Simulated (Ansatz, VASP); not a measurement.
**Ca3As: VASP beside Ansatz**

File INCAR:

```
PREC = Accurate
ENCUT = 520
EDIFF = 1E-7
ISMEAR = 0
SIGMA = 0.1
LREAL = F
LASPH = T
NELM = 100
ALGO = Normal
ISIF = 2
LWAVE = F
LCHARG = F
GGA = PE
NBANDS = 26
```

KPOINTS

```
Automatic mesh
0
Gamma
  4 4 6
```

POSCAR

```
Ca3As
1.0
    5.2868799900      0.0000000000      0.0000000000
    0.0000000000      5.2868799900      0.0000000000
    0.0000000000      0.0000000000      3.4825548500
Ca As
3 1
Direct
    0.0000000000      0.5000000000      0.5000000000
    0.5000000000      0.0000000000      0.5000000000
    0.0000000000      0.0000000000      0.0000000000
    0.5000000000      0.5000000000      0.5000000000
```

Input for Ansatz:

```yaml
crystal:
  lattice:
    - [5.28687999, 0.0, 0.0]
    - [0.0, 5.28687999, 0.0]
    - [0.0, 0.0, 3.48255485]
  atoms:
    - { symbol: Ca, position: [0.0, 0.5, 0.5] }
    - { symbol: Ca, position: [0.5, 0.0, 0.5] }
    - { symbol: Ca, position: [0.0, 0.0, 0.0] }
    - { symbol: As, position: [0.5, 0.5, 0.5] }
basis:
  ecutwfc: 420
kpoints:
  mp_grid: { grid: [4, 4, 6] }
hamiltonian:
  xc: pbe
scf:
  occupations: { method: gaussian, width: 0.1 }
  lower_state_search: "off"
output:
  forces: true
  stress: true
  eigenvalues: true
```

Alike in both runs: task single point; functional PBE; k mesh 4 × 4 × 6; occupations gaussian, width 0.1 eV; no spin polarisation.

|  | VASP | Ansatz |
| --- | --- | --- |
| version | VASP 6.6.1 | Ansatz 0.2.0 |
| potentials or method | VASP PAW PBE potentials, release 64 (Ca_sv, As), cutoff 520 eV | scalar-relativistic, plane waves, PAW |
| valence electrons in the cell | 35 | 45 |

VASP gave:

* gap on the k mesh at the Fermi level (eV): none
* pressure (GPa): 18.3
* traceless stress, the component that is largest in VASP (GPa): -4.75

Problem. Estimate Ansatz's values.

Solution. gap on the k mesh at the Fermi level (eV): none; pressure (GPa): 18.1; traceless stress, the component that is largest in VASP (GPa): -4.61.

A gap of «none» marks a metal or a gap that the smearing closes. With one functional, cell and mesh, what is left measures potentials, basis and numerics. VASP's potentials hold 35 valence electrons a cell and Ansatz's 45, so a difference there can come from the potentials and not from the codes.
